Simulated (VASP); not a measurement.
# WS2 (scan) (P6_3/mmc) in VASP: further runs

The runs below take WS2 (scan) through single point, with r2SCAN.

Program: VASP 6.6.1. These are calculated values, not measurements. Logs are shortened: lines on timing, memory, paths and dates and some standing lists are left out, and cuts for length are marked.

### 1 The cell of the first run

Symmetry: P6_3/mmc, No. 194, hexagonal system. Conventional cell: a = 3.184 Å, b = 3.184 Å, c = 12.978 Å, α = 90.00°, β = 90.00°, γ = 120.00°. W (site symmetry -6m2) has 6 S at 2.41 Å and 6 W at 3.18 Å within 3.2 Å. Within 3.2 Å of S (site symmetry 3m) lie 3 W at 2.41 Å and 7 S at 3.12 to 3.18 Å.

### 2 Single point, r2SCAN

POSCAR

```
WS2
1.0
    3.1842228900      0.0000000000      0.0000000000
   -1.5921114500      2.7576179200      0.0000000000
    0.0000000000      0.0000000000     12.9782823600
W S
2 4
Direct
    0.3333333300      0.6666666700      0.2500000000
    0.6666666700      0.3333333300      0.7500000000
    0.3333333300      0.6666666700      0.6298049400
    0.6666666700      0.3333333300      0.1298049400
    0.3333333300      0.6666666700      0.8701950600
    0.6666666700      0.3333333300      0.3701950600
```

INCAR.step1

```
  ALGO = Normal
  EDIFF = 1E-4
  ENCUT = 520
  GGA = PE
  ISMEAR = 0
  LASPH = True
  LCHARG = False
  LREAL = False
  LWAVE = True
  NBANDS = 35
  NELM = 80
  PREC = Accurate
  SIGMA = 0.1
```

INCAR.step2

```
  ALGO = Normal
  EDIFF = 1E-6
  ENCUT = 520
  ISIF = 2
  ISMEAR = 0
  ISTART = 1
  LASPH = True
  LCHARG = False
  LMIXTAU = True
  LREAL = False
  LWAVE = False
  METAGGA = R2SCAN
  NBANDS = 35
  NELM = 80
  PREC = Accurate
  SIGMA = 0.1
```

KPOINTS

```
k-points
0
Gamma
  6 6 2
```

Potentials or basis: VASP PAW PBE potentials, release 64 (W_sv, S).

Command:

```sh
$ cat potpaw_PBE.64/W_sv/POTCAR potpaw_PBE.64/S/POTCAR > POTCAR
$ cp INCAR.step1 INCAR
$ mpirun -np 1 vasp_std > vasp.out
$ cp INCAR.step2 INCAR
$ mpirun -np 1 vasp_std > vasp.out
```

OUTCAR:

```text
EDIFF = 1E-6
   ENCUT = 520
   ISIF = 2
   ISMEAR = 0
   ISTART = 1
   LASPH = True
   LREAL = False
   METAGGA = R2SCAN
   NELM = 80
   PREC = Accurate

 ion  position               nearest neighbor table
   1  0.333  0.667  0.250-   4 2.41   6 2.41   4 2.41   6 2.41   4 2.41   6 2.41
   2  0.667  0.333  0.750-   3 2.41   5 2.41   3 2.41   5 2.41   3 2.41   5 2.41
   3  0.333  0.667  0.630-   2 2.41   2 2.41   2 2.41
   4  0.667  0.333  0.130-   1 2.41   1 2.41   1 2.41
   5  0.333  0.667  0.870-   2 2.41   2 2.41   2 2.41
   6  0.667  0.333  0.370-   1 2.41   1 2.41   1 2.41

  LATTYP: Found a hexagonal cell.
 ALAT       =     3.1842228900
 C/A-ratio  =     4.0758083866

  Lattice vectors:

 A1 = (   3.1842228900,   0.0000000000,   0.0000000000)
 A2 = (  -1.5921114500,   2.7576179200,   0.0000000000)
 A3 = (   0.0000000000,   0.0000000000,  12.9782823600)

Analysis of symmetry for initial positions (statically):
=====================================================================
 Subroutine PRICEL returns:
 Original cell was already a primitive cell.

 Routine SETGRP: Setting up the symmetry group for a
 hexagonal supercell.

 Subroutine GETGRP returns: Found 24 space group operations
 (whereof 12 operations were pure point group operations)
 out of a pool of 24 trial point group operations.

The static configuration has the point symmetry D_3d.
 The point group associated with its full space group is D_6h.

Analysis of symmetry for dynamics (positions and initial velocities):
=====================================================================
 Subroutine PRICEL returns:
 Original cell was already a primitive cell.

 Routine SETGRP: Setting up the symmetry group for a
 hexagonal supercell.

 Subroutine GETGRP returns: Found 24 space group operations
 (whereof 12 operations were pure point group operations)
 out of a pool of 24 trial point group operations.

The dynamic configuration has the point symmetry D_3d.
 The point group associated with its full space group is D_6h.

 Subroutine INISYM returns: Found 24 space group operations
 (whereof 12 operations are pure point group operations),
 and found     1 'primitive' translations

----------------------------------------------------------------------------------------

                                     Primitive cell

  volume of cell :     113.9606

  direct lattice vectors                    reciprocal lattice vectors
     3.184222890  0.000000000  0.000000000     0.314048367  0.181315910  0.000000000
    -1.592111450  2.757617920  0.000000000     0.000000000  0.362631818  0.000000000
     0.000000000  0.000000000 12.978282360     0.000000000  0.000000000  0.077051799

  length of vectors
     3.184222890  3.184222898 12.978282360     0.362631819  0.362631818  0.077051799

  position of ions in fractional coordinates (direct lattice)
     0.333333330  0.666666670  0.250000000
     0.666666670  0.333333330  0.750000000
     0.333333330  0.666666670  0.629804940
     0.666666670  0.333333330  0.129804940
     0.333333330  0.666666670  0.870195060
     0.666666670  0.333333330  0.370195060

  ion indices of the primitive-cell ions
   primitive index   ion index
                 1           1
                 2           2
                 3           3
                 4           4
                 5           5
                 6           6

----------------------------------------------------------------------------------------

 KPOINTS: k-points

Automatic generation of k-mesh.
 Grid dimensions read from file:
 generate k-points for:    6    6    2

 Generating k-lattice:

  Cartesian coordinates                     Fractional coordinates (reciprocal lattice)
     0.052341395  0.030219318  0.000000000     0.166666667  0.000000000  0.000000000
     0.000000000  0.060438636  0.000000000     0.000000000  0.166666667  0.000000000
     0.000000000  0.000000000  0.038525899     0.000000000  0.000000000  0.500000000

  Length of vectors
     0.060438636  0.060438636  0.038525899

  Shift w.r.t. Gamma in fractional coordinates (k-lattice)
     0.000000000  0.000000000  0.000000000

 Subroutine IBZKPT returns following result:
 ===========================================

 Found     14 irreducible k-points:

 Following reciprocal coordinates:
            Coordinates               Weight
  0.000000  0.000000  0.000000      1.000000
  0.166667  0.000000  0.000000      6.000000
  0.333333  0.000000  0.000000      6.000000
  0.500000  0.000000  0.000000      3.000000
  0.166667  0.166667  0.000000      6.000000
  0.333333  0.166667  0.000000     12.000000
  0.333333  0.333333  0.000000      2.000000
  0.000000  0.000000  0.500000      1.000000
  0.166667  0.000000  0.500000      6.000000
  0.333333  0.000000  0.500000      6.000000
  0.500000  0.000000  0.500000      3.000000
  0.166667  0.166667  0.500000      6.000000
  0.333333  0.166667  0.500000     12.000000
  0.333333  0.333333  0.500000      2.000000
   k-points           NKPTS =     14   k-points in BZ     NKDIM =     14   number of bands    NBANDS=     35
   number of dos      NEDOS =    301   number of ions     NIONS =      6
   total plane-waves  NPLWV =  56448
   dimension x,y,z NGX =    24 NGY =   24 NGZ =   98
   dimension x,y,z NGXF=    48 NGYF=   48 NGZF=  196
   ions per type =               2   4
   NGX,Y,Z   is equivalent  to a cutoff of  12.53, 12.53, 12.55 a.u.
   NGXF,Y,Z  is equivalent  to a cutoff of  25.06, 25.06, 25.11 a.u.
 SYSTEM =  unknown system
   PREC   = accura    normal or accurate (medium, high low for compatibility)
   ISTART =      1    job   : 0-new  1-cont  2-samecut
   ICHARG =      0    charge: 1-file 2-atom 10-const
   ISPIN  =      1    spin polarized calculation?
   LNONCOLLINEAR =      F non collinear calculations
   LSORBIT =      F    spin-orbit coupling
   LASPH  =      T    aspherical Exc in radial PAW
   ENCUT  =  520.0 eV  38.22 Ry    6.18 a.u.   5.92  5.92 24.13*2*pi/ulx,y,z
   NELM   =     80;   NELMIN=  2; NELMDL=  0     # of ELM steps
   EDIFF  = 0.1E-05   stopping-criterion for ELM
   LREAL  =      F    real-space projection
   EDIFFG = 0.1E-04   stopping-criterion for IOM
   NSW    =      0    number of steps for IOM
   IBRION =     -1    ionic relax: 0-MD 1-quasi-New 2-CG
   NFREE  =      0    steps in history (QN), initial steepest desc. (CG)
   ISIF   =      2    stress and relaxation
   ISYM   =      2    0-nonsym 1-usesym 2-fastsym
   POTIM  = 0.5000    time-step for ionic-motion
   TEBEG  =    0.0;   TEEND  =   0.0 temperature during run
   PSTRESS=    0.0 pullay stress
   NELECT =      52.0000    total number of electrons
   NUPDOWN=      -1.0000    fix difference up-down
   EMIN   =  10.00;   EMAX   =-10.00  energy-range for DOS
   EFERMI =   0.00;   METHOD = LEGACY
   ISMEAR =     0;   SIGMA  =   0.10  broadening in eV -4-tet -1-fermi 0-gaus
   EFERMI_NEDOS =   21; number of points for ismear=-14 and -15
   IALGO  =     38    algorithm
   IMIX   =      4    mixing-type and parameters
     AMIX     =   0.40;   BMIX     =  1.00
     AMIX_MAG =   1.60;   BMIX_MAG =  1.00
  volume/ion in A,a.u.               =      18.99       128.17
  Fermi-wavevector in a.u.,A,eV,Ry     =   1.260350  2.381715 21.612597  1.588481
  Thomas-Fermi vector in A             =   2.393864
   LORBIT       =      0    0 simple, 1 ext, 2 COOP (PROOUT), +10 PAW based schemes
   METAGGA = R2SCAN    functional components
   LHFCALC =     F    Hartree Fock is set to
   AEXX    =    0.0000 exact exchange contribution
   IVDW    =     0    specifies the selected vdW correction
   LEPSILON=     F    determine dielectric tensor
   LRPA    =     F    only Hartree local field effects (RPA)
 non-spin polarized calculation
 Gauss-broadening in eV      SIGMA  =   0.10
  energy-cutoff  :      520.00
  volume of cell :      113.96
 maximum number of plane-waves:      3088
 NGX is ok and might be reduce to    24
   NGX = 11   NGY = 11   NGZ = 49

 number of electron      51.9999999 magnetization

 Free energy of the ion-electron system (eV)
  ---------------------------------------------------
  ext. energy  EPLUGINS =         0.00000000
  ---------------------------------------------------
  free energy    TOTEN  =      -140.16164331 eV

  energy without entropy =     -140.16164331  energy(sigma->0) =     -140.16164331

 E-fermi :   7.0589     XC(G=0): -11.1758

 val. band max:        6.3912587392   @ k =   0.0000   0.0000   0.0000
 cond. band min:       7.7382890022   @ k =   0.1667   0.1667   0.0000
 fundamental gap:      1.3470302630
 Fermi energy:         7.0589011484

 k-point     1 :       0.0000    0.0000    0.0000
  band No.  band energies     occupation
      1     -70.1223      2.00000
      2     -70.1222      2.00000
      3     -33.7103      2.00000
      4     -33.7103      2.00000
      5     -33.5551      2.00000
      6     -33.5551      2.00000
[... 27 lines left out ...]
     34       9.1137      0.00000
     35      11.5896      0.00000

 k-point     2 :       0.1667    0.0000    0.0000
  band No.  band energies     occupation
      1     -70.1175      2.00000
      2     -70.1175      2.00000
      3     -33.6937      2.00000
      4     -33.6936      2.00000
      5     -33.6453      2.00000
      6     -33.6453      2.00000
[... 27 lines left out ...]
     34       9.6777      0.00000
     35      13.1827      0.00000

 k-point     3 :       0.3333    0.0000    0.0000
  band No.  band energies     occupation
      1     -70.1081      2.00000
      2     -70.1080      2.00000
      3     -33.8216      2.00000
      4     -33.8216      2.00000
      5     -33.6602      2.00000
      6     -33.6602      2.00000
[... 27 lines left out ...]
     34      10.6627      0.00000
     35      12.7679      0.00000

 k-point     4 :       0.5000    0.0000    0.0000
  band No.  band energies     occupation
      1     -70.1033      2.00000
      2     -70.1033      2.00000
      3     -33.9079      2.00000
      4     -33.9079      2.00000
      5     -33.6433      2.00000
      6     -33.6433      2.00000
[... 27 lines left out ...]
     34      10.9705      0.00000
     35      11.1283      0.00000

 k-point     5 :       0.1667    0.1667    0.0000
  band No.  band energies     occupation
      1     -70.1104      2.00000
      2     -70.1104      2.00000
      3     -33.7614      2.00000
      4     -33.7614      2.00000
      5     -33.6686      2.00000
      6     -33.6686      2.00000
[... 258 lines left out ...]
 k-point    12 :       0.1667    0.1667    0.5000
  band No.  band energies     occupation
      1     -70.1104      2.00000
      2     -70.1104      2.00000
      3     -33.7614      2.00000
      4     -33.7614      2.00000
      5     -33.6686      2.00000
      6     -33.6686      2.00000
[... 27 lines left out ...]
     34      10.7049      0.00000
     35      14.2342      0.00000

 k-point    13 :       0.3333    0.1667    0.5000
  band No.  band energies     occupation
      1     -70.1033      2.00000
      2     -70.1033      2.00000
      3     -33.8639      2.00000
      4     -33.8639      2.00000
      5     -33.6841      2.00000
      6     -33.6841      2.00000
[... 27 lines left out ...]
     34      11.0129      0.00000
     35      12.6381      0.00000

 k-point    14 :       0.3333    0.3333    0.5000
  band No.  band energies     occupation
      1     -70.1009      2.00000
      2     -70.1009      2.00000
      3     -33.8192      2.00000
      4     -33.8192      2.00000
      5     -33.7839      2.00000
      6     -33.7839      2.00000
[... 27 lines left out ...]
     34      11.6118      0.00000
     35      13.1985      0.00000

------------------------ aborting loop because EDIFF is reached ----------------------------------------

  FORCE on cell =-STRESS in cart. coord.  units (eV):
  Direction    XX          YY          ZZ          XY          YZ          ZX
  --------------------------------------------------------------------------------------
  -------------------------------------------------------------------------------------
  Total       -0.0745043     -0.0745043      0.0022575      0.0000000      0.0000000     -0.0000000
  in kB       -1.0474595     -1.0474595      0.0317382      0.0000000      0.0000000     -0.0000000
  external PRESSURE =      -0.6877269 kB  Pullay stress =       0.0000000 kB

 VOLUME and BASIS-vectors are now :
 -----------------------------------------------------------------------------
  energy-cutoff  :      520.00
  volume of cell :      113.96
      direct lattice vectors                 reciprocal lattice vectors
     3.184222890  0.000000000  0.000000000     0.314048367  0.181315910  0.000000000
    -1.592111450  2.757617920  0.000000000     0.000000000  0.362631818  0.000000000
     0.000000000  0.000000000 12.978282360     0.000000000  0.000000000  0.077051799

 POSITION                                       TOTAL-FORCE (eV/Angst)
 -----------------------------------------------------------------------------------
     -0.00000      1.83841      3.24457        -0.000000      0.000000      0.000000
      1.59211      0.91921      9.73371         0.000000     -0.000000      0.000000
     -0.00000      1.83841      8.17379         0.000000      0.000000      0.007113
      1.59211      0.91921      1.68465         0.000000     -0.000000      0.007113
     -0.00000      1.83841     11.29364         0.000000      0.000000     -0.007113
      1.59211      0.91921      4.80450        -0.000000     -0.000000     -0.007113
 -----------------------------------------------------------------------------------
    total drift:                               -0.000010      0.000006     -0.000000

  FREE ENERGIE OF THE ION-ELECTRON SYSTEM (eV)
  ---------------------------------------------------
  free  energy   TOTEN  =      -140.1616433125 eV

  energy  without entropy=     -140.1616433125  energy(sigma->0) =     -140.16164331
```

Wall time 2.1 min (1 thread of Intel Xeon Platinum 8375C at 2.90GHz (Ice Lake), shared host); peak memory 0.25 GiB.

What came out:

```yaml
Free_energy: -140.1616 eV
Pressure: -0.1 GPa
Largest_force: 0.007 eV/Å
Band_gap_on_the_k_mesh: 1.35 eV, indirect (least direct gap 1.87 eV)
```

Forces in eV/Å, atoms in the order of the input:
```
W    0.000  0.000  0.000
W    0.000  0.000  0.000
S    0.000  0.000  0.007
S    0.000  0.000  0.007
S    0.000  0.000 -0.007
S    0.000  0.000 -0.007
```

Stress tensor (GPa, compression positive):
```
-0.10  0.00  0.00
 0.00 -0.10  0.00
 0.00  0.00  0.00
```

Levels at points of the mesh, in eV from the valence-band top:
```tsv
k point	band 22	band 23	band 24	band 25	band 26	band 27	band 28	band 29	band 30	band 31
(0.00, 0.00, 0.00)	-2.31	-2.31	-1.87	-0.94	0.00	2.52	2.52	2.52	2.52	2.63
(0.50, 0.00, 0.00)	-2.78	-2.03	-1.93	-1.59	-1.48	2.44	2.46	2.82	2.99	3.58
(0.00, 0.00, 0.50)	-2.32	-2.32	-2.32	-0.31	-0.31	2.52	2.52	2.52	2.52	2.68
(0.50, 0.00, 0.50)	-2.83	-1.98	-1.98	-1.53	-1.53	2.45	2.45	2.91	2.91	3.83
```

Caveat: the PAW data sets were made with another functional, which shifts forces and pressure a little; spin-orbit coupling is left out, which moves the levels of the heavy elements. r2SCAN opens gaps a little over a GGA but as a rule still falls short of measured ones.

### 3 Single point, r2SCAN

This run uses another cell than the first one, of 19.10 Å³/atom, 1.006 times its volume.

POSCAR

```
WS2
1.0
    3.1819418656      0.0000000029      0.0000000000
   -1.5909709353      2.7556424875      0.0000000000
    0.0000000000      0.0000000000     13.0710673600
W S
2 4
Direct
    0.3333333333      0.6666666667      0.2500000000
    0.6666666667      0.3333333333      0.7500000000
    0.3333333333      0.6666666667      0.6306763082
    0.6666666667      0.3333333333      0.1306763082
    0.3333333333      0.6666666667      0.8693236918
    0.6666666667      0.3333333333      0.3693236918
```

INCAR.step1

```
SYSTEM = WS2
  PREC = Accurate
  ENCUT = 520
  ISMEAR = 0
  SIGMA = 0.02
  LREAL = .False.
  LASPH = .True.
  NELM = 100
  NBANDS = 35
  GGA = PE
  ALGO = Normal
  EDIFF = 1E-4
  LWAVE = .True.
  LCHARG = .False.
```

INCAR.step2

```
SYSTEM = WS2
  PREC = Accurate
  ENCUT = 520
  EDIFF = 1E-6
  ISMEAR = 0
  SIGMA = 0.02
  LREAL = .False.
  LASPH = .True.
  NELM = 100
  ALGO = Normal
  ISIF = 2
  LWAVE = .False.
  LCHARG = .True.
  METAGGA = R2SCAN
  LMIXTAU = .True.
  LELF = .True.
  LVHAR = .True.
  NBANDS = 35
  ISTART = 1
```

KPOINTS

```
regular mesh
0
Gamma
  12 12 2
  0 0 0
```

Potentials or basis: VASP PAW PBE potentials, release 64 (W_sv, S).

Command:

```sh
$ cat potpaw_PBE.64/W_sv/POTCAR potpaw_PBE.64/S/POTCAR > POTCAR
$ cp INCAR.step1 INCAR
$ mpirun -np 1 vasp_std > vasp.out
$ cp INCAR.step2 INCAR
$ mpirun -np 1 vasp_std > vasp.out
```

It took 5 min on 1 thread of Intel Xeon Platinum 8375C at 2.90GHz (Ice Lake), shared host; peak memory 0.31 GiB.

Results (log left out):

* Free energy: -140.1664 eV
* Pressure: 0.1 GPa
* Largest force: 0.015 eV/Å
* Band gap on the k mesh: 1.38 eV, indirect (least direct gap 1.88 eV)

Forces in eV/Å, atoms in the order of the input:
```
W    0.000  0.000  0.000
W    0.000  0.000  0.000
S    0.000  0.000 -0.015
S    0.000  0.000 -0.015
S    0.000  0.000  0.015
S    0.000  0.000  0.015
```

Stress tensor (GPa, compression positive):
```
0.15 0.00 0.00
0.00 0.15 0.00
0.00 0.00 0.06
```

Levels at points of the mesh, in eV from the valence-band top:
| k point | band 23 | band 24 | band 25 | band 26 | band 27 | band 28 | band 29 | band 30 |
| --- | --- | --- | --- | --- | --- | --- | --- | --- |
| (0.00, 0.00, 0.00) | -2.29 | -1.89 | -0.91 | 0.00 | 2.55 | 2.55 | 2.56 | 2.56 |
| (0.50, 0.00, 0.00) | -2.00 | -1.91 | -1.56 | -1.47 | 2.47 | 2.50 | 2.86 | 3.02 |
| (0.00, 0.00, 0.50) | -2.30 | -2.30 | -0.31 | -0.31 | 2.55 | 2.55 | 2.55 | 2.55 |
| (0.50, 0.00, 0.50) | -1.95 | -1.95 | -1.51 | -1.51 | 2.48 | 2.48 | 2.95 | 2.95 |

Caveat: the PAW data sets were made with another functional, which shifts forces and pressure a little; spin-orbit coupling is left out, which moves the levels of the heavy elements. r2SCAN opens gaps a little over a GGA but as a rule still falls short of measured ones.
